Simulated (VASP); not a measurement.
Here is a VASP 6.6.1 calculation.

Contents of INCAR:

```
ALGO = Normal
EDIFF = 1E-6
EDIFFG = -0.04
ENCUT = 600
GGA = PS
IBRION = 2
ISIF = 3
ISMEAR = 0
LASPH = T
LCHARG = F
LREAL = F
LWAVE = F
NELM = 80
NSW = 90
PREC = Accurate
SIGMA = 0.1
```

File KPOINTS:

```
k-points
0
Gamma
  9 9 4
```

The input POSCAR:

```
Be
1.0
    2.8275484864      0.0000000000      0.0000000000
   -1.4137742432      2.4487288197      0.0000000000
    0.0000000000      0.0000000000      4.6654550026
Be
4
Direct
    0.3333333333      0.6666666667      0.4375000000
    0.6666666667      0.3333333333      0.9375000000
    0.6666666667      0.3333333333      0.5625000000
    0.3333333333      0.6666666667      0.0625000000
```

Potentials or basis: VASP PAW PBE potentials, release 64 (Be).

Command:

```sh
$ cat potpaw_PBE.64/Be/POTCAR > POTCAR
$ mpirun -np 1 vasp_std > vasp.out
```

Estimate the relaxed cell.

a = 3.686 Å, b = 3.686 Å, c = 3.972 Å, α = 90.00°, β = 90.00°, γ = 120.00°.

Estimate the space group after relaxing (to 0.1 Å).

P6/mmm (No. 191).

What does it give for the relaxed volume?

11.68 Å³/atom.

Estimate the band gap on the k mesh.

zero (bands 4 and 5 overlap by 4.03 eV).

Stress tensor (GPa, compression positive):
```
 0.11  0.00  0.00
 0.00  0.11  0.00
 0.00  0.00 -0.20
```

Caveat: the volume moved by over 15 % at a fixed basis, so the end points are rough; the PAW data sets were made with another functional, which shifts forces and pressure a little.
